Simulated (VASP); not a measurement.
# TiAl3 (I4/mmm) in VASP: notebook

Runs on TiAl3. Level: LDA. Tasks: single point.

Program: VASP 6.6.1. These are calculated values, not measurements. Logs are shortened: lines on timing, memory, paths and dates and some standing lists are left out, and cuts for length are marked.

## Step 1: The cell of the first run

The structure is tetragonal, space group I4/mmm (No. 139). The conventional cell has a = 3.710 Å, b = 3.710 Å, c = 8.330 Å, α = 90.00°, β = 90.00°, γ = 90.00°. Ti (site symmetry 4/mmm) has 12 Al at 2.62 to 2.79 Å within 3.5 Å. Al (site symmetry 4/mmm) has 4 Ti at 2.62 Å and 8 Al at 2.79 Å within 3.5 Å. Within 3.5 Å of Al (site symmetry -4m2) lie 8 Al at 2.62 to 2.79 Å and 4 Ti at 2.79 Å.

## Step 2: Single point, LDA (14.33 Å³/atom)

File INCAR:

```
  PREC = Accurate
  ENCUT = 520
  EDIFF = 1E-6
  ISMEAR = 0
  SIGMA = 0.15
  LREAL = False
  LASPH = True
  NELM = 100
  ALGO = Fast
  ISIF = 2
  LWAVE = False
  LCHARG = False
  NBANDS = 18
```

File KPOINTS:

```
regular mesh
0
Gamma
  16 16 16
```

File POSCAR:

```
TiAl3
1.0
   -1.8551415475      1.8551415475      4.1649836055
    1.8551415475     -1.8551415475      4.1649836055
    1.8551415475      1.8551415475     -4.1649836055
Ti Al
1 3
Direct
    0.0000000000      0.0000000000      0.0000000000
    0.5000000000      0.5000000000      0.0000000000
    0.7500000000      0.2500000000      0.5000000000
    0.2500000000      0.7500000000      0.5000000000
```

Potentials or basis: VASP PAW LDA potentials, release 64 (Ti_sv, Al).

On the command line:

```sh
$ cat potpaw_LDA.64/Ti_sv/POTCAR potpaw_LDA.64/Al/POTCAR > POTCAR
$ mpirun -np 1 vasp_std > vasp.out
```

OUTCAR:

```text
PREC = Accurate
   ENCUT = 520
   EDIFF = 1E-6
   ISMEAR = 0
   LREAL = False
   LASPH = True
   NELM = 100
   ISIF = 2

 ion  position               nearest neighbor table
   1  0.000  0.000  0.000-   2 2.62   2 2.62   2 2.62   2 2.62   4 2.79   3 2.79   4 2.79   4 2.79
                             3 2.79   3 2.79   4 2.79   3 2.79
   2  0.500  0.500  0.000-   1 2.62   1 2.62   1 2.62   1 2.62   4 2.79   3 2.79   4 2.79   3 2.79
                             4 2.79   4 2.79   3 2.79   3 2.79
   3  0.750  0.250  0.500-   4 2.62   4 2.62   4 2.62   4 2.62   2 2.79   1 2.79   2 2.79   1 2.79
                             2 2.79   2 2.79   1 2.79   1 2.79
   4  0.250  0.750  0.500-   3 2.62   3 2.62   3 2.62   3 2.62   2 2.79   1 2.79   2 2.79   2 2.79
                             1 2.79   1 2.79   2 2.79   1 2.79

  LATTYP: Found a body centered tetragonal cell.
 ALAT       =     3.7102830950
 C/A-ratio  =     2.2451028662

  Lattice vectors:

 A1 = (  -1.8551415475,   1.8551415475,   4.1649836055)
 A2 = (   1.8551415475,  -1.8551415475,   4.1649836055)
 A3 = (   1.8551415475,   1.8551415475,  -4.1649836055)

Analysis of symmetry for initial positions (statically):
=====================================================================
 Subroutine PRICEL returns:
 Original cell was already a primitive cell.

 Routine SETGRP: Setting up the symmetry group for a
 body centered tetragonal supercell.

 Subroutine GETGRP returns: Found 16 space group operations
 (whereof 16 operations were pure point group operations)
 out of a pool of 16 trial point group operations.

The static configuration has the point symmetry D_4h.

Analysis of symmetry for dynamics (positions and initial velocities):
=====================================================================
 Subroutine PRICEL returns:
 Original cell was already a primitive cell.

 Routine SETGRP: Setting up the symmetry group for a
 body centered tetragonal supercell.

 Subroutine GETGRP returns: Found 16 space group operations
 (whereof 16 operations were pure point group operations)
 out of a pool of 16 trial point group operations.

The dynamic configuration has the point symmetry D_4h.

 Subroutine INISYM returns: Found 16 space group operations
 (whereof 16 operations are pure point group operations),
 and found     1 'primitive' translations

----------------------------------------------------------------------------------------

                                     Primitive cell

  volume of cell :      57.3360

  direct lattice vectors                    reciprocal lattice vectors
    -1.855141547  1.855141547  4.164983605     0.000000000  0.269521213  0.120048492
     1.855141547 -1.855141547  4.164983605     0.269521213  0.000000000  0.120048492
     1.855141547  1.855141547 -4.164983605     0.269521213  0.269521213  0.000000000

  length of vectors
     4.922416963  4.922416963  4.922416963     0.295048004  0.295048004  0.381160555

  position of ions in fractional coordinates (direct lattice)
     0.000000000  0.000000000  0.000000000
     0.500000000  0.500000000  0.000000000
     0.750000000  0.250000000  0.500000000
     0.250000000  0.750000000  0.500000000

  ion indices of the primitive-cell ions
   primitive index   ion index
                 1           1
                 2           2
                 3           3
                 4           4

----------------------------------------------------------------------------------------

 KPOINTS: regular mesh

Automatic generation of k-mesh.
 Grid dimensions read from file:
 generate k-points for:   16   16   16

 Generating k-lattice:

  Cartesian coordinates                     Fractional coordinates (reciprocal lattice)
     0.000000000  0.016845076  0.007503031     0.062500000 -0.000000000  0.000000000
     0.016845076  0.000000000  0.007503031    -0.000000000  0.062500000  0.000000000
     0.016845076  0.016845076  0.000000000     0.000000000  0.000000000  0.062500000

  Length of vectors
     0.018440500  0.018440500  0.023822535

  Shift w.r.t. Gamma in fractional coordinates (k-lattice)
     0.000000000  0.000000000  0.000000000

 Subroutine IBZKPT returns following result:
 ===========================================

 Found    349 irreducible k-points:

 Following reciprocal coordinates:
            Coordinates               Weight
  0.000000  0.000000  0.000000      1.000000
  0.062500  0.000000 -0.000000      8.000000
  0.125000  0.000000 -0.000000      8.000000
  0.187500  0.000000  0.000000      8.000000
  0.250000  0.000000 -0.000000      8.000000
  0.312500  0.000000 -0.000000      8.000000
[... 16 lines left out ...]
 -0.125000  0.062500  0.000000     16.000000
 -0.062500  0.062500  0.000000      4.000000
 [... further k-points ...]
   k-points           NKPTS =    349   k-points in BZ     NKDIM =    349   number of bands    NBANDS=     18
   number of dos      NEDOS =    301   number of ions     NIONS =      4
   total plane-waves  NPLWV =  64000
   dimension x,y,z NGX =    40 NGY =   40 NGZ =   40
   dimension x,y,z NGXF=    80 NGYF=   80 NGZF=   80
   ions per type =               1   3
   NGX,Y,Z   is equivalent  to a cutoff of  13.51, 13.51, 13.51 a.u.
   NGXF,Y,Z  is equivalent  to a cutoff of  27.02, 27.02, 27.02 a.u.
 SYSTEM =  unknown system
   PREC   = accura    normal or accurate (medium, high low for compatibility)
   ISTART =      0    job   : 0-new  1-cont  2-samecut
   ICHARG =      2    charge: 1-file 2-atom 10-const
   ISPIN  =      1    spin polarized calculation?
   LNONCOLLINEAR =      F non collinear calculations
   LSORBIT =      F    spin-orbit coupling
   LASPH  =      T    aspherical Exc in radial PAW
   ENCUT  =  520.0 eV  38.22 Ry    6.18 a.u.   9.15  9.15  9.15*2*pi/ulx,y,z
   NELM   =    100;   NELMIN=  2; NELMDL= -5     # of ELM steps
   EDIFF  = 0.1E-05   stopping-criterion for ELM
   LREAL  =      F    real-space projection
   EDIFFG = 0.1E-04   stopping-criterion for IOM
   NSW    =      0    number of steps for IOM
   IBRION =     -1    ionic relax: 0-MD 1-quasi-New 2-CG
   NFREE  =      0    steps in history (QN), initial steepest desc. (CG)
   ISIF   =      2    stress and relaxation
   ISYM   =      2    0-nonsym 1-usesym 2-fastsym
   POTIM  = 0.5000    time-step for ionic-motion
   TEBEG  =    0.0;   TEEND  =   0.0 temperature during run
   PSTRESS=    0.0 pullay stress
   NELECT =      21.0000    total number of electrons
   NUPDOWN=      -1.0000    fix difference up-down
   EMIN   =  10.00;   EMAX   =-10.00  energy-range for DOS
   EFERMI =   0.00;   METHOD = LEGACY
   ISMEAR =     0;   SIGMA  =   0.15  broadening in eV -4-tet -1-fermi 0-gaus
   EFERMI_NEDOS =   21; number of points for ismear=-14 and -15
   IALGO  =     68    algorithm
   IMIX   =      4    mixing-type and parameters
     AMIX     =   0.40;   BMIX     =  1.00
     AMIX_MAG =   1.60;   BMIX_MAG =  1.00
  volume/ion in A,a.u.               =      14.33        96.73
  Fermi-wavevector in a.u.,A,eV,Ry     =   1.171311  2.213456 18.666770  1.371969
  Thomas-Fermi vector in A             =   2.307756
   LORBIT       =      0    0 simple, 1 ext, 2 COOP (PROOUT), +10 PAW based schemes
   GGA     = CA    functional components
   LHFCALC =     F    Hartree Fock is set to
   AEXX    =    0.0000 exact exchange contribution
   IVDW    =     0    specifies the selected vdW correction
   LEPSILON=     F    determine dielectric tensor
   LRPA    =     F    only Hartree local field effects (RPA)
 non-spin polarized calculation
 RMM-DIIS sequential band-by-band and
 Gauss-broadening in eV      SIGMA  =   0.15
  energy-cutoff  :      520.00
  volume of cell :       57.34
 maximum number of plane-waves:      1562
 NGX is ok and might be reduce to    40
   NGX = 19   NGY = 19   NGZ = 19

 number of electron      21.0000000 magnetization

 Free energy of the ion-electron system (eV)
  ---------------------------------------------------
  ext. energy  EPLUGINS =         0.00000000
  ---------------------------------------------------
  free energy    TOTEN  =       -22.73001834 eV

  energy without entropy =      -22.71207347  energy(sigma->0) =      -22.72104590

 E-fermi :   9.0389     XC(G=0): -11.3446

 val. band max:        9.0331163353   @ k =  -0.3750   0.4375   0.3125
 cond. band min:       9.0483008392   @ k =   0.3750   0.1875   0.0000
 fundamental gap:      0.0151845039
 Fermi energy:         9.0389357765

 k-point     1 :       0.0000    0.0000    0.0000
  band No.  band energies     occupation
      1     -46.4487      2.00000
      2     -23.1779      2.00000
      3     -23.1779      2.00000
      4     -23.0993      2.00000
      5      -1.4913      2.00000
      6       6.0751      2.00000
[... 10 lines left out ...]
     17      13.2688      0.00000
     18      13.3241      0.00000

 k-point     2 :       0.0625    0.0000   -0.0000
  band No.  band energies     occupation
      1     -46.4486      2.00000
      2     -23.1796      2.00000
      3     -23.1778      2.00000
      4     -23.0993      2.00000
      5      -1.4390      2.00000
      6       5.8022      2.00000
[... 10 lines left out ...]
     17      13.3284      0.00000
     18      13.5797      0.00000

 k-point     3 :       0.1250    0.0000   -0.0000
  band No.  band energies     occupation
      1     -46.4484      2.00000
      2     -23.1844      2.00000
      3     -23.1775      2.00000
      4     -23.0991      2.00000
      5      -1.2829      2.00000
      6       5.4473      2.00000
[... 10 lines left out ...]
     17      13.3816      0.00000
     18      14.2837      0.00000

 k-point     4 :       0.1875    0.0000    0.0000
  band No.  band energies     occupation
      1     -46.4480      2.00000
      2     -23.1915      2.00000
      3     -23.1771      2.00000
      4     -23.0988      2.00000
      5      -1.0252      2.00000
      6       5.0655      2.00000
[... 10 lines left out ...]
     17      13.5597      0.00000
     18      15.1143      0.00000

 k-point     5 :       0.2500    0.0000   -0.0000
  band No.  band energies     occupation
      1     -46.4475      2.00000
      2     -23.1999      2.00000
      3     -23.1765      2.00000
      4     -23.0984      2.00000
      5      -0.6692      2.00000
      6       4.5696      2.00000
[... 10 lines left out ...]
     17      13.9106      0.00000
     18      15.1925      0.00000

 k-point     6 :       0.3125    0.0000   -0.0000
  band No.  band energies     occupation
      1     -46.4470      2.00000
      2     -23.2083      2.00000
      3     -23.1760      2.00000
      4     -23.0980      2.00000
      5      -0.2200      2.00000
      6       3.9055      2.00000
[... 10 lines left out ...]
     17      14.3445      0.00000
     18      14.8960      0.00000

 k-point     7 :       0.3750    0.0000    0.0000
  band No.  band energies     occupation
      1     -46.4467      2.00000
      2     -23.2154      2.00000
      3     -23.1755      2.00000
      4     -23.0977      2.00000
      5       0.3152      2.00000
      6       3.1493      2.00000
[... 10 lines left out ...]
     17      14.2093      0.00000
     18      15.2968      0.00000

 k-point     8 :       0.4375    0.0000   -0.0000
  band No.  band energies     occupation
      1     -46.4464      2.00000
      2     -23.2202      2.00000
      3     -23.1752      2.00000
      4     -23.0975      2.00000
      5       0.9246      2.00000
      6       2.3860      2.00000
[... 10 lines left out ...]
     17      14.0340      0.00000
     18      15.8297      0.00000
[... 229 lines left out ...]
     17      14.5391      0.00000
     18      14.7529      0.00000

 k-point    20 :      -0.3125    0.0625    0.0000
  band No.  band energies     occupation
      1     -46.4470      2.00000
      2     -23.2081      2.00000
      3     -23.1775      2.00000
      4     -23.0977      2.00000
      5      -0.2505      2.00000
      6       4.0790      2.00000
[... 10 lines left out ...]
     17      14.0151      0.00000
     18      14.7046      0.00000

 k-point    21 :      -0.2500    0.0625    0.0000
  band No.  band energies     occupation
      1     -46.4474      2.00000
      2     -23.1997      2.00000
      3     -23.1781      2.00000
      4     -23.0980      2.00000
      5      -0.6844      2.00000
      6       4.7907      2.00000
[... 10 lines left out ...]
     17      13.8849      0.00000
     18      14.7420      0.00000

 k-point    22 :      -0.1875    0.0625   -0.0000
  band No.  band energies     occupation
      1     -46.4479      2.00000
      2     -23.1913      2.00000
      3     -23.1787      2.00000
      4     -23.0984      2.00000
      5      -1.0241      2.00000
      6       5.3738      2.00000
[... 10 lines left out ...]
     17      13.7135      0.00000
     18      15.0935      0.00000

 k-point    23 :      -0.1250    0.0625    0.0000
  band No.  band energies     occupation
      1     -46.4483      2.00000
      2     -23.1842      2.00000
      3     -23.1791      2.00000
      4     -23.0988      2.00000
      5      -1.2650      2.00000
      6       5.8206      2.00000
[... 10 lines left out ...]
     17      13.5397      0.00000
     18      14.3068      0.00000

 k-point    24 :      -0.0625    0.0625    0.0000
  band No.  band energies     occupation
      1     -46.4485      2.00000
      2     -23.1796      2.00000
      3     -23.1793      2.00000
      4     -23.0991      2.00000
      5      -1.4039      2.00000
      6       6.1500      2.00000
[... 10 lines left out ...]
     17      13.4263      0.00000
     18      13.6509      0.00000

 [... further k-points ...]

------------------------ aborting loop because EDIFF is reached ----------------------------------------

  FORCE on cell =-STRESS in cart. coord.  units (eV):
  Direction    XX          YY          ZZ          XY          YZ          ZX
  --------------------------------------------------------------------------------------
  -------------------------------------------------------------------------------------
  Total        2.6894893      2.6894893      2.5430569      0.0000000      0.0000000      0.0000000
  in kB       75.1541583     75.1541583     71.0623021      0.0000000      0.0000000      0.0000000
  external PRESSURE =      73.7902063 kB  Pullay stress =       0.0000000 kB

 VOLUME and BASIS-vectors are now :
 -----------------------------------------------------------------------------
  energy-cutoff  :      520.00
  volume of cell :       57.34
      direct lattice vectors                 reciprocal lattice vectors
    -1.855141547  1.855141547  4.164983605     0.000000000  0.269521213  0.120048492
     1.855141547 -1.855141547  4.164983605     0.269521213  0.000000000  0.120048492
     1.855141547  1.855141547 -4.164983605     0.269521213  0.269521213  0.000000000

 POSITION                                       TOTAL-FORCE (eV/Angst)
 -----------------------------------------------------------------------------------
      0.00000      0.00000      0.00000        -0.000000     -0.000000      0.000000
      0.00000      0.00000      4.16498        -0.000000     -0.000000      0.000000
     -0.00000      1.85514      2.08249         0.000000     -0.000000     -0.000000
      1.85514     -0.00000      2.08249        -0.000000      0.000000     -0.000000
 -----------------------------------------------------------------------------------
    total drift:                               -0.000000     -0.000000     -0.000000

  FREE ENERGIE OF THE ION-ELECTRON SYSTEM (eV)
  ---------------------------------------------------
  free  energy   TOTEN  =       -22.7300183395 eV

  energy  without entropy=      -22.7120734659  energy(sigma->0) =      -22.72104590
```

Wall time 14 min (1 thread of Intel Xeon Platinum 8488C (Sapphire Rapids), shared host); peak memory 0.45 GiB.

Results:

- Free energy: -22.7300 eV
- Pressure: 7.4 GPa
- Band gap on the k mesh: zero (an odd number of electrons rules out a gap without spin polarisation)

Stress tensor (GPa, compression positive):
```
7.52 0.00 0.00
0.00 7.52 0.00
0.00 0.00 7.11
```

Levels at points of the mesh, in eV from the Fermi level:
```
           k point  band 9  band 10  band 11  band 12  band 13  band 14
(0.00, 0.00, 0.00)   -1.31    -1.31     0.91     1.99     1.99     2.33
(0.50, 0.00, 0.00)   -1.12    -0.33     0.54     2.01     2.27     2.99
(0.50, 0.50, 0.00)   -2.70    -2.24    -1.10     1.99     2.14     2.89
(0.50, 0.50, 0.50)   -0.84    -0.27     0.73     0.73     1.05     3.25
```

Caveat: the cell stands under pressure.

## Step 3: Single point, LDA (15.14 Å³/atom)

This run uses another cell than the first one, of 15.14 Å³/atom.

INCAR, as its differences from that of step 2:

```diff
@@ -2,3 +2,3 @@
   ENCUT = 520
-  EDIFF = 1E-6
+  EDIFF = 1E-7
   ISMEAR = 0
```

File KPOINTS:

```
Automatic mesh
0
Gamma
  16 16 16
```

File POSCAR:

```
TiAl3
1.0
   -1.8395210090      1.8395210090      4.4746348543
    1.8395210090     -1.8395210090      4.4746348543
    1.8395210090      1.8395210090     -4.4746348543
Ti Al
1 3
Direct
    0.0000000000      0.0000000000      0.0000000000
    0.5000000000      0.5000000000      0.0000000000
    0.7500000000      0.2500000000      0.5000000000
    0.2500000000      0.7500000000      0.5000000000
```

Potentials or basis: VASP PAW LDA potentials, release 64 (Ti_sv, Al).

On the command line:

```sh
$ cat potpaw_LDA.64/Ti_sv/POTCAR potpaw_LDA.64/Al/POTCAR > POTCAR
$ mpirun -np 1 vasp_std > vasp.out
```

Wall time 16 min (1 thread of Intel Xeon Platinum 8488C (Sapphire Rapids), shared host); peak memory 0.47 GiB.

It converged, with:

- Free energy: -22.6362 eV
- Pressure: 1.2 GPa
- Band gap on the k mesh: zero (an odd number of electrons rules out a gap without spin polarisation)

Stress tensor (GPa, compression positive):
```
  6.79   0.00   0.00
  0.00   6.79   0.00
  0.00   0.00 -10.00
```

Levels at points of the mesh, in eV from the Fermi level:
```tsv
k point	band 8	band 9	band 10	band 11	band 12	band 13	band 14	band 15
(0.00, 0.00, 0.00)	-1.37	-0.97	-0.97	0.97	2.30	2.30	2.36	3.06
(0.50, 0.00, 0.00)	-3.26	-0.86	-0.56	0.68	2.06	2.55	2.72	3.37
(0.50, 0.50, 0.00)	-3.87	-2.47	-2.42	-1.19	2.00	2.19	2.33	2.74
(0.50, 0.50, 0.50)	-0.44	-0.44	-0.36	0.78	0.78	1.04	2.99	5.08
```

Caveat: the stress differs along the axes, from -10 to 7 GPa.

## Step 4: Single point, LDA (15.14 Å³/atom)

This run uses another cell than the first one, of 15.14 Å³/atom.

File INCAR:

```
SYSTEM = TiAl3
PREC = Accurate
ENCUT = 520
EDIFF = 1E-6
ISMEAR = 0
SIGMA = 0.15
LREAL = .False.
LASPH = .True.
NELM = 60
ALGO = Fast
ISIF = 2
LWAVE = .False.
LCHARG = .False.
NBANDS = 18
```

File KPOINTS:

```
Automatic mesh
0
Gamma
  16 16 16
  0 0 0
```

File POSCAR:

```
TiAl3
1.0
   -1.9405230166      1.9405230166      4.0209577428
    1.9405230166     -1.9405230166      4.0209577428
    1.9405230166      1.9405230166     -4.0209577428
Ti Al
1 3
Direct
    0.0000000000      0.0000000000      0.0000000000
    0.5000000000      0.5000000000      0.0000000000
    0.7500000000      0.2500000000      0.5000000000
    0.2500000000      0.7500000000      0.5000000000
```

On the command line:

```sh
$ cat potpaw_LDA.64/Ti_sv/POTCAR potpaw_LDA.64/Al/POTCAR > POTCAR
$ mpirun -np 1 vasp_std > vasp.out
```

It took 12 min on 1 thread of Intel Xeon Platinum 8488C (Sapphire Rapids), shared host; peak memory 0.45 GiB.

It converged, with:

* Free energy: -22.6578 eV
* Pressure: 0.4 GPa
* Band gap on the k mesh: zero (an odd number of electrons rules out a gap without spin polarisation)

Stress tensor (GPa, compression positive):
```
-4.25  0.00  0.00
 0.00 -4.25  0.00
 0.00  0.00  9.67
```

Levels at points of the mesh, in eV from the Fermi level:
```csv
k point,band 9,band 10,band 11,band 12,band 13,band 14
"(0.00, 0.00, 0.00)",-1.55,-1.55,0.70,1.44,1.44,2.19
"(0.50, 0.00, 0.00)",-1.36,-0.13,0.34,1.60,1.75,2.69
"(0.50, 0.50, 0.00)",-2.86,-2.05,-0.84,1.58,1.74,3.01
"(0.50, 0.50, 0.50)",-1.34,-0.29,0.63,0.63,0.90,3.17
```

Caveat: the stress differs along the axes, from -4 to 10 GPa.

(Part 1 of 2 ends here.)
